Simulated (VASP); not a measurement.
# Zr2Ti (Fd-3m) in VASP: a series of runs

Zr2Ti is run at these levels: PBE; tasks: single point, relaxation of cell and atoms.

All numbers are computed with VASP 6.6.1; they aren't measurements. Logs are shortened: lines on timing, memory, paths and dates and some standing lists are left out, and cuts for length are marked.

## Step 1: The cell of the first run

The structure is cubic, space group Fd-3m (No. 227). The conventional cell has a = 8.093 Å, b = 8.093 Å, c = 8.093 Å, α = 90.00°, β = 90.00°, γ = 90.00°. Within 3.8 Å of Zr (site symmetry -3m) lie 6 Zr at 2.86 Å and 6 Ti at 3.36 Å. Within 4.4 Å of Ti (site symmetry -43m) lie 12 Zr at 3.36 Å and 4 Ti at 3.50 Å.

## Step 2: Single point, PBE

The input, INCAR:

```
PREC = Accurate ; ENCUT = 500
EDIFF = 1E-6 ; ISMEAR = 0
SIGMA = 0.1 ; LREAL = F
LASPH = T ; NELM = 120
ALGO = Normal ; ISIF = 2
LWAVE = F ; LCHARG = T
GGA = PE ; LELF = T
LVHAR = T ; NBANDS = 45
GGA_COMPAT = F
```

The input, KPOINTS:

```
regular mesh
0
Gamma
  8 8 8
```

The input, POSCAR:

```
Zr2Ti
1.0
    0.0000000000      4.0467471968      4.0467471968
    4.0467471968      0.0000000000      4.0467471968
    4.0467471968      4.0467471968      0.0000000000
Zr Ti
4 2
Direct
    0.1250000000      0.1250000000      0.1250000000
    0.6250000000      0.1250000000      0.1250000000
    0.1250000000      0.1250000000      0.6250000000
    0.1250000000      0.6250000000      0.1250000000
    0.5000000000      0.5000000000      0.5000000000
    0.7500000000      0.7500000000      0.7500000000
```

Potentials or basis: VASP PAW PBE potentials, release 64 (Zr_sv, Ti_sv).

Started as:

```sh
$ cat potpaw_PBE.64/Zr_sv/POTCAR potpaw_PBE.64/Ti_sv/POTCAR > POTCAR
$ mpirun -np 1 vasp_std > vasp.out
```

OUTCAR:

```text
PREC = Accurate
   ENCUT = 500
   EDIFF = 1E-6
   ISMEAR = 0
   LREAL = F
   LASPH = T
   NELM = 120
   ISIF = 2
   GGA = PE

 ion  position               nearest neighbor table
   1  0.125  0.125  0.125-   2 2.86   3 2.86   4 2.86   3 2.86   4 2.86   2 2.86   6 3.36   5 3.36
                             6 3.36   5 3.36   6 3.36   5 3.36
   2  0.625  0.125  0.125-   1 2.86   3 2.86   4 2.86   1 2.86   3 2.86   4 2.86   5 3.36   6 3.36
                             5 3.36   6 3.36   6 3.36   5 3.36
   3  0.125  0.125  0.625-   1 2.86   1 2.86   2 2.86   4 2.86   4 2.86   2 2.86   6 3.36   5 3.36
                             6 3.36   5 3.36   6 3.36   5 3.36
   4  0.125  0.625  0.125-   1 2.86   3 2.86   1 2.86   2 2.86   3 2.86   2 2.86   6 3.36   5 3.36
                             6 3.36   5 3.36   6 3.36   5 3.36
   5  0.500  0.500  0.500-   1 3.36   3 3.36   4 3.36   1 3.36   2 3.36   3 3.36   1 3.36   2 3.36
                             4 3.36   3 3.36   2 3.36   4 3.36
   6  0.750  0.750  0.750-   3 3.36   1 3.36   2 3.36   4 3.36   1 3.36   2 3.36   3 3.36   1 3.36
                             3 3.36   4 3.36   4 3.36   2 3.36

  LATTYP: Found a face centered cubic cell.
 ALAT       =     8.0934943936

  Lattice vectors:

 A1 = (   0.0000000000,   4.0467471968,   4.0467471968)
 A2 = (   4.0467471968,   0.0000000000,   4.0467471968)
 A3 = (   4.0467471968,   4.0467471968,   0.0000000000)

Analysis of symmetry for initial positions (statically):
=====================================================================
 Subroutine PRICEL returns:
 Original cell was already a primitive cell.

 Routine SETGRP: Setting up the symmetry group for a
 face centered cubic supercell.

 Subroutine GETGRP returns: Found 48 space group operations
 (whereof 24 operations were pure point group operations)
 out of a pool of 48 trial point group operations.

The static configuration has the point symmetry T_d .
 The point group associated with its full space group is O_h .

Analysis of symmetry for dynamics (positions and initial velocities):
=====================================================================
 Subroutine PRICEL returns:
 Original cell was already a primitive cell.

 Routine SETGRP: Setting up the symmetry group for a
 face centered cubic supercell.

 Subroutine GETGRP returns: Found 48 space group operations
 (whereof 24 operations were pure point group operations)
 out of a pool of 48 trial point group operations.

The dynamic configuration has the point symmetry T_d .
 The point group associated with its full space group is O_h .

 Subroutine INISYM returns: Found 48 space group operations
 (whereof 24 operations are pure point group operations),
 and found     1 'primitive' translations

----------------------------------------------------------------------------------------

                                     Primitive cell

  volume of cell :     132.5404

  direct lattice vectors                    reciprocal lattice vectors
     0.000000000  4.046747197  4.046747197    -0.123556026  0.123556026  0.123556026
     4.046747197  0.000000000  4.046747197     0.123556026 -0.123556026  0.123556026
     4.046747197  4.046747197  0.000000000     0.123556026  0.123556026 -0.123556026

  length of vectors
     5.722964769  5.722964769  5.722964769     0.214005314  0.214005314  0.214005314

  position of ions in fractional coordinates (direct lattice)
     0.125000000  0.125000000  0.125000000
     0.625000000  0.125000000  0.125000000
     0.125000000  0.125000000  0.625000000
     0.125000000  0.625000000  0.125000000
     0.500000000  0.500000000  0.500000000
     0.750000000  0.750000000  0.750000000

  ion indices of the primitive-cell ions
   primitive index   ion index
                 1           1
                 2           2
                 3           3
                 4           4
                 5           5
                 6           6

----------------------------------------------------------------------------------------

 KPOINTS: regular mesh

Automatic generation of k-mesh.
 Grid dimensions read from file:
 generate k-points for:    8    8    8

 Generating k-lattice:

  Cartesian coordinates                     Fractional coordinates (reciprocal lattice)
    -0.015444503  0.015444503  0.015444503     0.125000000  0.000000000  0.000000000
     0.015444503 -0.015444503  0.015444503     0.000000000  0.125000000  0.000000000
     0.015444503  0.015444503 -0.015444503     0.000000000  0.000000000  0.125000000

  Length of vectors
     0.026750664  0.026750664  0.026750664

  Shift w.r.t. Gamma in fractional coordinates (k-lattice)
     0.000000000  0.000000000  0.000000000

 Subroutine IBZKPT returns following result:
 ===========================================

 Found     29 irreducible k-points:

 Following reciprocal coordinates:
            Coordinates               Weight
  0.000000  0.000000  0.000000      1.000000
  0.125000  0.000000  0.000000      8.000000
  0.250000  0.000000  0.000000      8.000000
  0.375000  0.000000  0.000000      8.000000
  0.500000  0.000000  0.000000      4.000000
  0.125000  0.125000  0.000000      6.000000
[... 16 lines left out ...]
  0.500000  0.250000  0.125000     48.000000
 -0.375000  0.250000  0.125000     24.000000
 [... further k-points ...]
   k-points           NKPTS =     29   k-points in BZ     NKDIM =     29   number of bands    NBANDS=     45
   number of dos      NEDOS =    301   number of ions     NIONS =      6
   total plane-waves  NPLWV =  74088
   dimension x,y,z NGX =    42 NGY =   42 NGZ =   42
   dimension x,y,z NGXF=    84 NGYF=   84 NGZF=   84
   ions per type =               4   2
   NGX,Y,Z   is equivalent  to a cutoff of  12.20, 12.20, 12.20 a.u.
   NGXF,Y,Z  is equivalent  to a cutoff of  24.40, 24.40, 24.40 a.u.
 SYSTEM =  unknown system
   PREC   = accura    normal or accurate (medium, high low for compatibility)
   ISTART =      0    job   : 0-new  1-cont  2-samecut
   ICHARG =      2    charge: 1-file 2-atom 10-const
   ISPIN  =      1    spin polarized calculation?
   LNONCOLLINEAR =      F non collinear calculations
   LSORBIT =      F    spin-orbit coupling
   LASPH  =      T    aspherical Exc in radial PAW
   ENCUT  =  500.0 eV  36.75 Ry    6.06 a.u.  10.43 10.43 10.43*2*pi/ulx,y,z
   NELM   =    120;   NELMIN=  2; NELMDL= -5     # of ELM steps
   EDIFF  = 0.1E-05   stopping-criterion for ELM
   LREAL  =      F    real-space projection
   EDIFFG = 0.1E-04   stopping-criterion for IOM
   NSW    =      0    number of steps for IOM
   IBRION =     -1    ionic relax: 0-MD 1-quasi-New 2-CG
   NFREE  =      0    steps in history (QN), initial steepest desc. (CG)
   ISIF   =      2    stress and relaxation
   ISYM   =      2    0-nonsym 1-usesym 2-fastsym
   POTIM  = 0.5000    time-step for ionic-motion
   TEBEG  =    0.0;   TEEND  =   0.0 temperature during run
   PSTRESS=    0.0 pullay stress
   NELECT =      72.0000    total number of electrons
   NUPDOWN=      -1.0000    fix difference up-down
   EMIN   =  10.00;   EMAX   =-10.00  energy-range for DOS
   EFERMI =   0.00;   METHOD = LEGACY
   ISMEAR =     0;   SIGMA  =   0.10  broadening in eV -4-tet -1-fermi 0-gaus
   EFERMI_NEDOS =   21; number of points for ismear=-14 and -15
   IALGO  =     38    algorithm
   IMIX   =      4    mixing-type and parameters
     AMIX     =   0.40;   BMIX     =  1.00
     AMIX_MAG =   1.60;   BMIX_MAG =  1.00
  volume/ion in A,a.u.               =      22.09       149.07
  Fermi-wavevector in a.u.,A,eV,Ry     =   1.335784  2.524266 24.277135  1.784319
  Thomas-Fermi vector in A             =   2.464461
   LORBIT       =      0    0 simple, 1 ext, 2 COOP (PROOUT), +10 PAW based schemes
   GGA     = PE    functional components
   LHFCALC =     F    Hartree Fock is set to
   AEXX    =    0.0000 exact exchange contribution
   IVDW    =     0    specifies the selected vdW correction
   LEPSILON=     F    determine dielectric tensor
   LRPA    =     F    only Hartree local field effects (RPA)
 non-spin polarized calculation
 Gauss-broadening in eV      SIGMA  =   0.10
  energy-cutoff  :      500.00
  volume of cell :      132.54
 maximum number of plane-waves:      3383
 NGX is ok and might be reduce to    42
   NGX = 21   NGY = 21   NGZ = 21

 number of electron      71.9999988 magnetization

 Free energy of the ion-electron system (eV)
  ---------------------------------------------------
  ext. energy  EPLUGINS =         0.00000000
  ---------------------------------------------------
  free energy    TOTEN  =       -46.78714486 eV

  energy without entropy =      -46.67306470  energy(sigma->0) =      -46.73010478

 E-fermi :   7.9966     XC(G=0): -10.9724

 val. band max:        7.9946899225   @ k =   0.5000   0.0000   0.0000
 cond. band min:       7.9965589567   @ k =   0.3750   0.0000   0.0000
 fundamental gap:      0.0018690342
 Fermi energy:         7.9965528563

 k-point     1 :       0.0000    0.0000    0.0000
  band No.  band energies     occupation
      1     -49.1701      2.00000
      2     -49.1633      2.00000
      3     -40.2786      2.00000
      4     -39.9360      2.00000
      5     -39.9360      2.00000
      6     -39.9360      2.00000
[... 37 lines left out ...]
     44       9.4626      0.00000
     45      11.2834      0.00000

 k-point     2 :       0.1250    0.0000    0.0000
  band No.  band energies     occupation
      1     -49.1699      2.00000
      2     -49.1635      2.00000
      3     -40.2693      2.00000
      4     -39.9461      2.00000
      5     -39.9360      2.00000
      6     -39.9360      2.00000
[... 37 lines left out ...]
     44       9.4404      0.00000
     45      11.1990      0.00000

 k-point     3 :       0.2500    0.0000    0.0000
  band No.  band energies     occupation
      1     -49.1694      2.00000
      2     -49.1640      2.00000
      3     -40.2440      2.00000
      4     -39.9733      2.00000
      5     -39.9361      2.00000
      6     -39.9361      2.00000
[... 997 lines left out ...]
     44       9.5334      0.00000
     45      10.0705      0.00000

 k-point    24 :      -0.3750    0.2500    0.1250
  band No.  band energies     occupation
      1     -49.1679      2.00000
      2     -49.1655      2.00000
      3     -40.1708      2.00000
      4     -40.0499      2.00000
      5     -39.9365      2.00000
      6     -39.9364      2.00000
[... 37 lines left out ...]
     44       9.8726      0.00000
     45       9.9588      0.00000

 [... further k-points ...]

------------------------ aborting loop because EDIFF is reached ----------------------------------------

  FORCE on cell =-STRESS in cart. coord.  units (eV):
  Direction    XX          YY          ZZ          XY          YZ          ZX
  --------------------------------------------------------------------------------------
  -------------------------------------------------------------------------------------
  Total        0.0187768      0.0187768      0.0187768     -0.0000000      0.0000000      0.0000000
  in kB        0.2269780      0.2269780      0.2269780     -0.0000000      0.0000000      0.0000000
  external PRESSURE =       0.2269780 kB  Pullay stress =       0.0000000 kB

 VOLUME and BASIS-vectors are now :
 -----------------------------------------------------------------------------
  energy-cutoff  :      500.00
  volume of cell :      132.54
      direct lattice vectors                 reciprocal lattice vectors
     0.000000000  4.046747197  4.046747197    -0.123556026  0.123556026  0.123556026
     4.046747197  0.000000000  4.046747197     0.123556026 -0.123556026  0.123556026
     4.046747197  4.046747197  0.000000000     0.123556026  0.123556026 -0.123556026

 POSITION                                       TOTAL-FORCE (eV/Angst)
 -----------------------------------------------------------------------------------
      1.01169      1.01169      1.01169        -0.000000     -0.000000      0.000000
      1.01169      3.03506      3.03506        -0.000000     -0.000000      0.000000
      3.03506      3.03506      1.01169        -0.000000     -0.000000      0.000000
      3.03506      1.01169      3.03506        -0.000000     -0.000000      0.000000
      4.04675      4.04675      4.04675         0.000000      0.000000      0.000000
      6.07012      6.07012      6.07012        -0.000000      0.000000     -0.000000
 -----------------------------------------------------------------------------------
    total drift:                               -0.000000     -0.000000      0.000000

  FREE ENERGIE OF THE ION-ELECTRON SYSTEM (eV)
  ---------------------------------------------------
  free  energy   TOTEN  =       -46.7871448563 eV

  energy  without entropy=      -46.6730647014  energy(sigma->0) =      -46.73010478
```

Run time: 4.8 min. Hardware: 1 thread of Oxide Virtual Turin-like, shared host; peak memory 0.29 GiB.

Results:

```yaml
Free_energy: -46.7871 eV
Pressure: 0.0 GPa
Band_gap_on_the_k_mesh: zero (bands 36 and 37 overlap by 0.13 eV)
```

## Step 3: Relaxation of cell and atoms, PBE

The input, INCAR:

```
SYSTEM = Zr2Ti
ALGO = Normal
EDIFF = 1E-7
EDIFFG = -0.01
ENCUT = 500
GGA = PE
GGA_COMPAT = .False.
IBRION = 2
ISIF = 3
ISMEAR = 0
LASPH = .True.
LCHARG = .False.
LREAL = .False.
LWAVE = .False.
NELM = 120
NELMIN = 4
NSW = 100
PREC = Accurate
SIGMA = 0.1
```

The input, KPOINTS:

```
k-points
0
Gamma
  8 8 8
  0 0 0
```

Changes to POSCAR since step 2:

```diff
@@ -2,5 +2,5 @@
 1.0
-    0.0000000000      4.0467471968      4.0467471968
-    4.0467471968      0.0000000000      4.0467471968
-    4.0467471968      4.0467471968      0.0000000000
+    0.0000000000      4.0452281959      4.0452281959
+    4.0452281959      0.0000000000      4.0452281959
+    4.0452281959      4.0452281959      0.0000000000
 Zr Ti
```

Potentials or basis: VASP PAW PBE potentials, release 64 (Zr_sv, Ti_sv).

Started as:

```sh
$ cat potpaw_PBE.64/Zr_sv/POTCAR potpaw_PBE.64/Ti_sv/POTCAR > POTCAR
$ mpirun -np 1 vasp_std > vasp.out
```

It took 8.7 min on 1 thread of Oxide Virtual Turin-like, shared host; peak memory 0.31 GiB.

The run converged. Its results:

| Item | Value |
| --- | --- |
| Free energy | -46.7871 eV |
| Relaxed volume | 22.11 Å³/atom |
| Relaxed cell | a = 5.725 Å, b = 5.725 Å, c = 5.725 Å, α = 60.00°, β = 60.00°, γ = 60.00° |
| Space group after relaxing (to 0.1 Å) | Fd-3m (No. 227) |
| Energy gained by relaxing | 0.0 meV/atom |
| Ionic steps | 2 |
| Pressure after relaxing | -0.1 GPa |
| Band gap on the k mesh | zero (bands 36 and 37 overlap by 0.13 eV) |

Final structure:
```
CELL_PARAMETERS angstrom
0.00000 4.04809 4.04809
4.04809 0.00000 4.04809
4.04809 4.04809 0.00000
ATOMIC_POSITIONS crystal
Zr 0.12500 0.12500 0.12500
Zr 0.62500 0.12500 0.12500
Zr 0.12500 0.12500 0.62500
Zr 0.12500 0.62500 0.12500
Ti 0.50000 0.50000 0.50000
Ti 0.75000 0.75000 0.75000
```

Levels at points of the mesh, in eV from the Fermi level:
| k point | band 34 | band 35 | band 36 | band 37 | band 38 | band 39 |
| --- | --- | --- | --- | --- | --- | --- |
| (0.00, 0.00, 0.00) | -0.48 | 0.05 | 0.05 | 0.39 | 0.39 | 0.39 |
| (0.50, 0.00, 0.00) | -0.26 | 0.00 | 0.00 | 0.09 | 0.09 | 0.15 |
| (0.50, 0.50, 0.00) | -0.61 | -0.32 | -0.32 | 0.04 | 0.04 | 0.48 |
